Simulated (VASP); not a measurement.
AlAs: single point with BLYP

AlAs:

```
Al As
1.0
     0.00000    2.83790    2.83790
     2.83790    0.00000    2.83790
     2.83790    2.83790    0.00000
Al As
1 1
Direct
  0.00000 0.00000 0.00000
  0.75000 0.75000 0.75000
```

```yaml
Program: VASP 6.6.1
Task: single point
Functional: BLYP
Potentials_or_basis: VASP PAW PBE potentials, release 64 (Al, As)
Cutoff: 500 eV
k_mesh: 4 × 4 × 4
Occupations: gaussian, width 0.1 eV
Spin: no spin polarisation
Dipole_correction: no
Further_INCAR_settings: ALGO = Normal; EDIFF = 1e-06; NBANDS = 11
```

- Pressure: 5.0 GPa
- Band gap on the k mesh: 1.67 eV, indirect (least direct gap 2.04 eV)

Levels at points of the mesh, in eV from the valence-band top:
```
           k point  band 1  band 2  band 3  band 4  band 5  band 6  band 7  band 8  band 9
(0.00, 0.00, 0.00)  -11.80    0.00    0.00    0.00    2.04    4.34    4.34    4.34    9.00
(0.50, 0.00, 0.00)  -10.42   -5.47   -0.81   -0.81    2.17    4.79    4.79    8.03   11.27
(0.50, 0.50, 0.00)   -9.88   -5.38   -2.12   -2.12    1.67    2.40   10.31   10.31   11.77
```

Wall time 11 s on 1 thread of Intel(R) Xeon(R) Platinum 8559C (Emerald Rapids), with other jobs on the host, peak memory 0.16 GiB.

Caveat: the k points lie up to 0.48 Å⁻¹ apart; the PAW data sets were made with another functional, which shifts forces and pressure a little. A k mesh can miss the band edges.
